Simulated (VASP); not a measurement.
# Si (Fm-3m) in VASP: a series of runs

Si is run at these levels: r2SCAN; tasks: single point, relaxation of cell and atoms.

Program: VASP 6.6.1. These are calculated values, not measurements. Logs are shortened: lines on timing, memory, paths and dates and some standing lists are left out, and cuts for length are marked.

## 1. The cell of the first run

The structure is cubic, space group Fm-3m (No. 225). Conventional cell: a = 3.809 Å, b = 3.809 Å, c = 3.809 Å, α = 90.00°, β = 90.00°, γ = 90.00°. Si (site symmetry m-3m) has 12 Si at 2.69 Å within 3.6 Å.

## 2. Single point, r2SCAN

Input file POSCAR:

```
Si
1.0
    0.0000000000      1.9047028183      1.9047028183
    1.9047028183      0.0000000000      1.9047028183
    1.9047028183      1.9047028183      0.0000000000
Si
1
Direct
    0.0000000000      0.0000000000      0.0000000000
```

Input file INCAR.step1:

```
SYSTEM = Si
PREC = Accurate ; ENCUT = 520
ISMEAR = -1 ; SIGMA = 0.1
LREAL = .False. ; LASPH = .True.
NELM = 60 ; NBANDS = 8
GGA = PE ; ALGO = Normal
EDIFF = 1E-4 ; LWAVE = .True.
LCHARG = .False.
```

Input file INCAR.step2:

```
SYSTEM = Si
PREC = Accurate ; ENCUT = 520
EDIFF = 1E-7 ; ISMEAR = -1
SIGMA = 0.1 ; LREAL = .False.
LASPH = .True. ; NELM = 60
ALGO = Normal ; ISIF = 2
LWAVE = .False. ; LCHARG = .False.
METAGGA = R2SCAN ; LMIXTAU = .True.
NBANDS = 8 ; ISTART = 1
```

Input file KPOINTS:

```
regular mesh
0
Gamma
  11 11 11
  0 0 0
```

Potentials or basis: VASP PAW PBE potentials, release 64 (Si).

Launch:

```bash
$ cat potpaw_PBE.64/Si/POTCAR > POTCAR
$ cp INCAR.step1 INCAR
$ mpirun -np 1 vasp_std > vasp.out
$ cp INCAR.step2 INCAR
$ mpirun -np 1 vasp_std > vasp.out
```

OUTCAR:

```text
SYSTEM = Si
   PREC = Accurate
   ENCUT = 520
   EDIFF = 1E-7
   ISMEAR = -1
   LREAL = .False.
   LASPH = .True.
   NELM = 60
   ISIF = 2
   METAGGA = R2SCAN
   ISTART = 1

 ion  position               nearest neighbor table
   1  0.000  0.000  0.000-

  LATTYP: Found a face centered cubic cell.
 ALAT       =     3.8094056366

  Lattice vectors:

 A1 = (   0.0000000000,   1.9047028183,   1.9047028183)
 A2 = (   1.9047028183,   0.0000000000,   1.9047028183)
 A3 = (   1.9047028183,   1.9047028183,   0.0000000000)

Analysis of symmetry for initial positions (statically):
=====================================================================
 Subroutine PRICEL returns:
 Original cell was already a primitive cell.

 Routine SETGRP: Setting up the symmetry group for a
 face centered cubic supercell.

 Subroutine GETGRP returns: Found 48 space group operations
 (whereof 48 operations were pure point group operations)
 out of a pool of 48 trial point group operations.

The static configuration has the point symmetry O_h .

Analysis of symmetry for dynamics (positions and initial velocities):
=====================================================================
 Subroutine PRICEL returns:
 Original cell was already a primitive cell.

 Routine SETGRP: Setting up the symmetry group for a
 face centered cubic supercell.

 Subroutine GETGRP returns: Found 48 space group operations
 (whereof 48 operations were pure point group operations)
 out of a pool of 48 trial point group operations.

The dynamic configuration has the point symmetry O_h .

 Subroutine INISYM returns: Found 48 space group operations
 (whereof 48 operations are pure point group operations),
 and found     1 'primitive' translations

----------------------------------------------------------------------------------------

                                     Primitive cell

  volume of cell :      13.8201

  direct lattice vectors                    reciprocal lattice vectors
     0.000000000  1.904702818  1.904702818    -0.262508143  0.262508143  0.262508143
     1.904702818  0.000000000  1.904702818     0.262508143 -0.262508143  0.262508143
     1.904702818  1.904702818  0.000000000     0.262508143  0.262508143 -0.262508143

  length of vectors
     2.693656558  2.693656558  2.693656558     0.454677441  0.454677441  0.454677441

  position of ions in fractional coordinates (direct lattice)
     0.000000000  0.000000000  0.000000000

  ion indices of the primitive-cell ions
   primitive index   ion index
                 1           1

----------------------------------------------------------------------------------------

 KPOINTS: regular mesh

Automatic generation of k-mesh.
 Grid dimensions read from file:
 generate k-points for:   11   11   11

 Generating k-lattice:

  Cartesian coordinates                     Fractional coordinates (reciprocal lattice)
    -0.023864377  0.023864377  0.023864377     0.090909091  0.000000000  0.000000000
     0.023864377 -0.023864377  0.023864377     0.000000000  0.090909091  0.000000000
     0.023864377  0.023864377 -0.023864377     0.000000000  0.000000000  0.090909091

  Length of vectors
     0.041334313  0.041334313  0.041334313

  Shift w.r.t. Gamma in fractional coordinates (k-lattice)
     0.000000000  0.000000000  0.000000000

 Subroutine IBZKPT returns following result:
 ===========================================

 Found     56 irreducible k-points:

 Following reciprocal coordinates:
            Coordinates               Weight
  0.000000  0.000000  0.000000      1.000000
  0.090909  0.000000  0.000000      8.000000
  0.181818  0.000000  0.000000      8.000000
  0.272727  0.000000  0.000000      8.000000
  0.363636  0.000000  0.000000      8.000000
  0.454545  0.000000  0.000000      8.000000
[... 16 lines left out ...]
 -0.272727  0.181818  0.000000     24.000000
 -0.181818  0.181818  0.000000     12.000000
 [... further k-points ...]
   k-points           NKPTS =     56   k-points in BZ     NKDIM =     56   number of bands    NBANDS=      8
   number of dos      NEDOS =    301   number of ions     NIONS =      1
   total plane-waves  NPLWV =   8000
   dimension x,y,z NGX =    20 NGY =   20 NGZ =   20
   dimension x,y,z NGXF=    40 NGYF=   40 NGZF=   40
   ions per type =               1
   NGX,Y,Z   is equivalent  to a cutoff of  12.34, 12.34, 12.34 a.u.
   NGXF,Y,Z  is equivalent  to a cutoff of  24.69, 24.69, 24.69 a.u.
 SYSTEM =  Si
   PREC   = accura    normal or accurate (medium, high low for compatibility)
   ISTART =      1    job   : 0-new  1-cont  2-samecut
   ICHARG =      0    charge: 1-file 2-atom 10-const
   ISPIN  =      1    spin polarized calculation?
   LNONCOLLINEAR =      F non collinear calculations
   LSORBIT =      F    spin-orbit coupling
   LASPH  =      T    aspherical Exc in radial PAW
   ENCUT  =  520.0 eV  38.22 Ry    6.18 a.u.   5.01  5.01  5.01*2*pi/ulx,y,z
   NELM   =     60;   NELMIN=  2; NELMDL=  0     # of ELM steps
   EDIFF  = 0.1E-06   stopping-criterion for ELM
   LREAL  =      F    real-space projection
   EDIFFG = 0.1E-05   stopping-criterion for IOM
   NSW    =      0    number of steps for IOM
   IBRION =     -1    ionic relax: 0-MD 1-quasi-New 2-CG
   NFREE  =      0    steps in history (QN), initial steepest desc. (CG)
   ISIF   =      2    stress and relaxation
   ISYM   =      2    0-nonsym 1-usesym 2-fastsym
   POTIM  = 0.5000    time-step for ionic-motion
   TEBEG  =    0.0;   TEEND  =   0.0 temperature during run
   PSTRESS=    0.0 pullay stress
   NELECT =       4.0000    total number of electrons
   NUPDOWN=      -1.0000    fix difference up-down
   EMIN   =  10.00;   EMAX   =-10.00  energy-range for DOS
   EFERMI =   0.00;   METHOD = LEGACY
   ISMEAR =    -1;   SIGMA  =   0.10  broadening in eV -4-tet -1-fermi 0-gaus
   EFERMI_NEDOS =   21; number of points for ismear=-14 and -15
   IALGO  =     38    algorithm
   IMIX   =      4    mixing-type and parameters
     AMIX     =   0.40;   BMIX     =  1.00
     AMIX_MAG =   1.60;   BMIX_MAG =  1.00
  volume/ion in A,a.u.               =      13.82        93.26
  Fermi-wavevector in a.u.,A,eV,Ry     =   1.082906  2.046396 15.955367  1.172686
  Thomas-Fermi vector in A             =   2.218959
   LORBIT       =      0    0 simple, 1 ext, 2 COOP (PROOUT), +10 PAW based schemes
   METAGGA = R2SCAN    functional components
   LHFCALC =     F    Hartree Fock is set to
   AEXX    =    0.0000 exact exchange contribution
   IVDW    =     0    specifies the selected vdW correction
   LEPSILON=     F    determine dielectric tensor
   LRPA    =     F    only Hartree local field effects (RPA)
 non-spin polarized calculation
  energy-cutoff  :      520.00
  volume of cell :       13.82
 maximum number of plane-waves:       379
   NGX =  9   NGY =  9   NGZ =  9

 number of electron       4.0000000 magnetization

 Free energy of the ion-electron system (eV)
  ---------------------------------------------------
  ext. energy  EPLUGINS =         0.00000000
  ---------------------------------------------------
  free energy    TOTEN  =        -8.04395537 eV

  energy without entropy =       -8.02945535  energy(sigma->0) =       -8.03670536

 E-fermi :  10.8036     XC(G=0): -12.1891

 val. band max:       10.7761926857   @ k =  -0.3636   0.3636   0.1818
 cond. band min:      10.8361407359   @ k =   0.3636   0.1818   0.0000
 fundamental gap:      0.0599480502
 Fermi energy:        10.8036441170

 k-point     1 :       0.0000    0.0000    0.0000
  band No.  band energies     occupation
      1      -5.0012      2.00000
      2      23.4215      0.00000
      3      23.4215      0.00000
      4      23.4215      0.00000
      5      23.6549      0.00000
      6      23.6549      0.00000
      7      23.6549      0.00000
      8      29.2788      0.00000

 k-point     2 :       0.0909    0.0000    0.0000
  band No.  band energies     occupation
      1      -4.7372      2.00000
      2      19.6120      0.00000
      3      22.1146      0.00000
      4      22.1146      0.00000
      5      25.2850      0.00000
      6      25.2850      0.00000
      7      25.2979      0.00000
      8      30.0840      0.00000

 k-point     3 :       0.1818    0.0000    0.0000
  band No.  band energies     occupation
      1      -3.9469      2.00000
      2      15.3300      0.00000
      3      21.1166      0.00000
      4      21.1166      0.00000
      5      25.3731      0.00000
      6      26.3754      0.00000
      7      26.3754      0.00000
      8      29.1445      0.00000

 k-point     4 :       0.2727    0.0000    0.0000
  band No.  band energies     occupation
      1      -2.6364      2.00000
      2      11.2697      0.01874
      3      20.5458      0.00000
      4      20.5458      0.00000
      5      25.0589      0.00000
      6      25.0589      0.00000
      7      25.2613      0.00000
      8      30.8313      0.00000

 k-point     5 :       0.3636    0.0000    0.0000
  band No.  band energies     occupation
      1      -0.8154      2.00000
      2       7.5796      2.00000
      3      20.3733      0.00000
      4      20.3733      0.00000
      5      23.5483      0.00000
      6      23.5483      0.00000
      7      25.3394      0.00000
      8      29.1352      0.00000
[... 177 lines left out ...]
 k-point    22 :      -0.3636    0.1818    0.0000
  band No.  band energies     occupation
      1       1.5878      2.00000
      2       6.2301      2.00000
      3      13.5777      0.00000
      4      18.4704      0.00000
      5      21.3610      0.00000
      6      26.4208      0.00000
      7      29.2882      0.00000
      8      32.9632      0.00000

 k-point    23 :      -0.2727    0.1818    0.0000
  band No.  band energies     occupation
      1      -0.5560      2.00000
      2       9.5751      1.99999
      3      13.3787      0.00000
      4      19.8482      0.00000
      5      22.8725      0.00000
      6      26.2656      0.00000
      7      28.7732      0.00000
      8      29.5727      0.00000

 k-point    24 :      -0.1818    0.1818    0.0000
  band No.  band energies     occupation
      1      -2.2012      2.00000
      2      12.8880      0.00000
      3      14.0871      0.00000
      4      21.5405      0.00000
      5      24.7406      0.00000
      6      26.3645      0.00000
      7      26.8306      0.00000
      8      27.9335      0.00000

 [... further k-points ...]

------------------------ aborting loop because EDIFF is reached ----------------------------------------

  FORCE on cell =-STRESS in cart. coord.  units (eV):
  Direction    XX          YY          ZZ          XY          YZ          ZX
  --------------------------------------------------------------------------------------
  -------------------------------------------------------------------------------------
  Total        0.0074706      0.0074706      0.0074706     -0.0000000      0.0000000     -0.0000000
  in kB        0.8660683      0.8660683      0.8660683     -0.0000000      0.0000000     -0.0000000
  external PRESSURE =       0.8660683 kB  Pullay stress =       0.0000000 kB

 VOLUME and BASIS-vectors are now :
 -----------------------------------------------------------------------------
  energy-cutoff  :      520.00
  volume of cell :       13.82
      direct lattice vectors                 reciprocal lattice vectors
     0.000000000  1.904702818  1.904702818    -0.262508143  0.262508143  0.262508143
     1.904702818  0.000000000  1.904702818     0.262508143 -0.262508143  0.262508143
     1.904702818  1.904702818  0.000000000     0.262508143  0.262508143 -0.262508143

 POSITION                                       TOTAL-FORCE (eV/Angst)
 -----------------------------------------------------------------------------------
      0.00000      0.00000      0.00000         0.000000      0.000000      0.000000
 -----------------------------------------------------------------------------------
    total drift:                                0.000000      0.000000     -0.000000

  FREE ENERGIE OF THE ION-ELECTRON SYSTEM (eV)
  ---------------------------------------------------
  free  energy   TOTEN  =        -8.0439553704 eV

  energy  without entropy=       -8.0294553530  energy(sigma->0) =       -8.03670536
```

It took 37 s on 1 thread of Intel Xeon 6975P-C, shared host; peak memory 0.12 GiB.

Results:

```
Free energy            : -8.0440 eV
Pressure               : 0.1 GPa
Band gap on the k mesh : zero (band 2 reaches 23.42 eV, above the bottom of band 3 at 7.69 eV)
```

Caveat: the PAW data sets were made with another functional, which shifts forces and pressure a little.

## 3. Single point, r2SCAN

POSCAR is that of step 2.

Input file INCAR.step1:

```
ALGO = Normal ; EDIFF = 1E-4
ENCUT = 520 ; GGA = PE
ISMEAR = -1 ; LASPH = T
LCHARG = F ; LREAL = F
LWAVE = T ; NBANDS = 8
NELM = 80 ; PREC = Accurate
SIGMA = 0.1
```

Input file INCAR.step2:

```
ALGO = Normal ; EDIFF = 1E-6
ENCUT = 520 ; ISIF = 2
ISMEAR = -1 ; ISTART = 1
LASPH = T ; LCHARG = T
LELF = T ; LMIXTAU = T
LREAL = F ; LVHAR = T
LWAVE = F ; METAGGA = R2SCAN
NBANDS = 8 ; NELM = 80
PREC = Accurate ; SIGMA = 0.1
```

Input file KPOINTS:

```
k-points
0
Gamma
  13 13 13
```

Potentials or basis: VASP PAW PBE potentials, release 64 (Si).

Launch:

```bash
$ cat potpaw_PBE.64/Si/POTCAR > POTCAR
$ cp INCAR.step1 INCAR
$ mpirun -np 1 vasp_std > vasp.out
$ cp INCAR.step2 INCAR
$ mpirun -np 1 vasp_std > vasp.out
```

It took 47 s on 1 thread of Intel Xeon 6975P-C, shared host; peak memory 0.12 GiB.

The run converged. Its results:

* Free energy: -8.0370 eV
* Pressure: -0.1 GPa
* Band gap on the k mesh: zero (band 2 reaches 23.42 eV, above the bottom of band 3 at 7.44 eV)

Levels at points of the mesh, in eV from the Fermi level:
| k point | band 1 | band 2 | band 3 | band 4 | band 5 | band 6 |
| --- | --- | --- | --- | --- | --- | --- |
| (0.00, 0.00, 0.00) | -15.89 | 12.52 | 12.52 | 12.52 | 12.76 | 12.76 |

Caveat: the PAW data sets were made with another functional, which shifts forces and pressure a little.

## 4. Relaxation of cell and atoms, r2SCAN

This run uses another cell than the first one, of 9.31 Å³/atom, 0.674 times its volume.

Input file POSCAR:

```
Si
1.0
    0.0000000000      1.6700000000      1.6700000000
    1.6700000000      0.0000000000      1.6700000000
    1.6700000000      1.6700000000      0.0000000000
Si
1
Direct
    0.0000000000      0.0000000000      0.0000000000
```

Input file INCAR.step1:

```
SYSTEM = Si
PREC     = Accurate       ! precision mode
ENCUT    = 600            ! plane-wave cutoff, eV
ISMEAR   = -1             ! smearing method
SIGMA    = 0.1            ! smearing width, eV
LREAL    = .False.        ! projectors in reciprocal space
LASPH    = .True.         ! aspherical terms in the spheres
NELM     = 80             ! most SCF steps
GGA      = PE             ! functional
ALGO     = Normal         ! electronic algorithm
EDIFF    = 1E-4           ! SCF threshold, eV
LWAVE    = .True.         ! write WAVECAR
LCHARG   = .False.        ! write CHGCAR
```

Input file INCAR.step2:

```
SYSTEM = Si
PREC     = Accurate       ! precision mode
ENCUT    = 600            ! plane-wave cutoff, eV
EDIFF    = 1E-6           ! SCF threshold, eV
ISMEAR   = -1             ! smearing method
SIGMA    = 0.1            ! smearing width, eV
LREAL    = .False.        ! projectors in reciprocal space
LASPH    = .True.         ! aspherical terms in the spheres
NELM     = 80             ! most SCF steps
ALGO     = Normal         ! electronic algorithm
ISIF     = 3              ! what is computed and relaxed
LWAVE    = .False.        ! write WAVECAR
LCHARG   = .False.        ! write CHGCAR
METAGGA  = R2SCAN         ! meta-GGA
LMIXTAU  = .True.       
IBRION   = 2              ! ionic algorithm
NSW      = 60             ! ionic steps
EDIFFG   = -0.02          ! ionic threshold
ISTART   = 1
```

Input file KPOINTS:

```
regular mesh
0
Gamma
  11 11 11
  0 0 0
```

Launch:

```bash
$ cat potpaw_PBE.64/Si/POTCAR > POTCAR
$ cp INCAR.step1 INCAR
$ mpirun -np 1 vasp_std > vasp.out
$ cp INCAR.step2 INCAR
$ mpirun -np 1 vasp_std > vasp.out
```

It took 2.4 min on 1 thread of Intel Xeon 6975P-C, shared host; peak memory 0.12 GiB.

It converged, with:

- Free energy: -8.0437 eV
- Relaxed volume: 13.83 Å³/atom
- Relaxed cell: a = 2.694 Å, b = 2.694 Å, c = 2.694 Å, α = 60.00°, β = 60.00°, γ = 60.00°
- Space group after relaxing (to 0.05 Å): Fm-3m (No. 225)
- Energy gained by relaxing: 832.6 meV/atom
- Ionic steps: 5
- Pressure after relaxing: 0.1 GPa
- Band gap on the k mesh: zero (band 2 reaches 23.40 eV, above the bottom of band 3 at 7.68 eV)

The path:
| step | energy change (eV) | largest force (eV/Å) | pressure (GPa) | volume (Å³) |
| --- | --- | --- | --- | --- |
| 1 | 0.0000 | 0.0000 | 86.60 | 9.31 |
| 2 | -0.6391 | 0.0000 | -12.46 | 17.89 |
| 3 | -0.8323 | 0.0000 | 0.75 | 13.72 |
| 4 | -0.8325 | 0.0000 | -0.33 | 13.89 |
| 5 | -0.8326 | 0.0000 | 0.06 | 13.83 |

Final structure:
```
Si
1.0
     0.00000    1.90530    1.90530
     1.90530    0.00000    1.90530
     1.90530    1.90530    0.00000
Si
1
Direct
  0.00000 0.00000 0.00000
```

Levels at points of the mesh, in eV from the Fermi level:
```csv
k point,band 1,band 2,band 3,band 4,band 5,band 6
"(0.00, 0.00, 0.00)",-15.79,12.61,12.61,12.61,12.85,12.85
```

Caveat: the volume moved by over 15 % at a fixed basis, so the end points are rough; the PAW data sets were made with another functional, which shifts forces and pressure a little; the volume moved by +49 % from the deposited cell, more than functionals usually miss. Zero-point motion and thermal expansion aren't in these numbers.

## 5. Summary

| task | cell | k mesh | cutoff (eV) | gap on the mesh (eV) | pressure (GPa) |
| --- | --- | --- | --- | --- | --- |
| single point | a = 2.694 Å, angles 60.0°, 1 atom | 11 × 11 × 11 | 520 | none | 0.1 |
| single point | a = 2.694 Å, angles 60.0°, 1 atom | 13 × 13 × 13 | 520 | none | -0.1 |
| relaxation of cell and atoms | relaxed from a = 2.362 Å, angles 60.0°, 1 atom | 11 × 11 × 11 | 600 | none | 0.1 |

Alike in all rows: level r2SCAN; potentials or basis VASP PAW PBE potentials, release 64 (Si); no spin polarisation; smearing fermi-dirac 0.1 eV.

Caveats: the PAW data sets were made with another functional, which shifts forces and pressure a little; the volume moved by over 15 % at a fixed basis, so the end points are rough (some runs); the volume moved by +49 % from the deposited cell, more than functionals usually miss (some runs).

Total energies depend on the potentials used, so only differences within one code and one set of settings carry meaning.
